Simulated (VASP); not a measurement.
The system is Al2Cu.

```
Al Cu
1.0
     4.10518    0.00000    0.00000
     0.00000    4.10518    0.00000
     0.00000    0.00000    2.89131
Al Cu
2 1
Cartesian
  2.0526 0.0000 1.4457
  0.0000 2.0526 1.4457
  0.0000 0.0000 0.0000
```

Base run:

```yaml
Program: VASP 6.6.1
Functional: PBEsol
Potentials_or_basis: VASP PAW PBE potentials, release 64 (Al, Cu)
Cutoff: 520 eV
k_mesh: 6 × 6 × 10
Occupations: gaussian, width 0.1 eV
Spin: no spin polarisation
```

Its results: band gap on the k mesh zero (an odd number of electrons rules out a gap without spin polarisation); pressure -2.4 GPa.

Task: The run is repeated on the same cell with these changes: k mesh from 6 × 6 × 10 to 4 × 4 × 4. What comes out?

Result: Band gap on the k mesh zero (an odd number of electrons rules out a gap without spin polarisation); pressure -1.7 GPa.

Caveats: some runs use coarse meshes; the PAW data sets were made with another functional, which shifts forces and pressure a little.
